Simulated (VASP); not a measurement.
Y2HfF:

```
CELL_PARAMETERS angstrom
3.58434 0.00000 0.00000
0.00000 3.58434 0.00000
0.00000 0.00000 7.24887
ATOMIC_POSITIONS crystal
Y 0.50000 0.50000 0.18086
Y 0.50000 0.50000 0.81914
Hf 0.00000 0.00000 0.00000
F 0.50000 0.50000 0.50000
```

| Item | Value |
| --- | --- |
| Program | VASP 6.6.1 |
| Task | relaxation of cell and atoms |
| Functional | PBE |
| Potentials or basis | VASP PAW PBE potentials, release 64 (Y_sv, Hf_pv, F) |
| Cutoff | 600 eV |
| k mesh | 6 × 6 × 4 |
| Occupations | gaussian, width 0.1 eV |
| Spin | no spin polarisation |

At the start: pressure 16.6 GPa; volume 23.28 Å³/atom.

Question: How do energy, volume and symmetry change on relaxing?

Answer: Over 15 steps the energy falls by 948.6 meV/atom and the volume is 26.52 Å³/atom (+13.9 %); space group P4/mmm (No. 123, to 0.05 Å).

The path:
```
step  energy change (eV)  largest force (eV/Å)  pressure (GPa)  volume (Å³)
   1              0.0000                5.2935           16.58        93.13
   2             -2.8259                0.8374           -3.19       129.46
   3             -2.8464                1.1614           -2.12       126.10
   4             -2.8458                1.2357           -1.87       125.38
   5             -3.1123                0.7149           -1.05       120.93
   6             -3.5162                1.1213            2.77       108.30
   7             -3.6269                1.0298            2.00       107.74
   8             -3.7531                0.7572            0.52       105.97
   9             -3.7547                0.7212            0.36       105.67
  10             -3.7695                0.5651            0.13       106.01
  11             -3.7916                0.1336           -0.45       107.02
  12             -3.7922                0.0554           -0.55       107.21
  13             -3.7938                0.0367           -0.27       106.66
  14             -3.7944                0.0171            0.03       106.10
  15             -3.7946                0.0068           -0.01       106.07
```

Final structure:
```yaml
crystal:
  lattice:
    - [3.47750, 0.00000, 0.00000]
    - [0.00000, 3.47750, 0.00000]
    - [0.00000, 0.00000, 8.77125]
  atoms:
    - { symbol: Y, position: [0.50000, 0.50000, 0.24983] }
    - { symbol: Y, position: [0.50000, 0.50000, 0.75017] }
    - { symbol: Hf, position: [0.00000, 0.00000, 0.00000] }
    - { symbol: F, position: [0.50000, 0.50000, 0.50000] }
```

Caveat: an odd number of electrons without spin polarisation forces a metal; a magnetic or distorted state may lie lower.
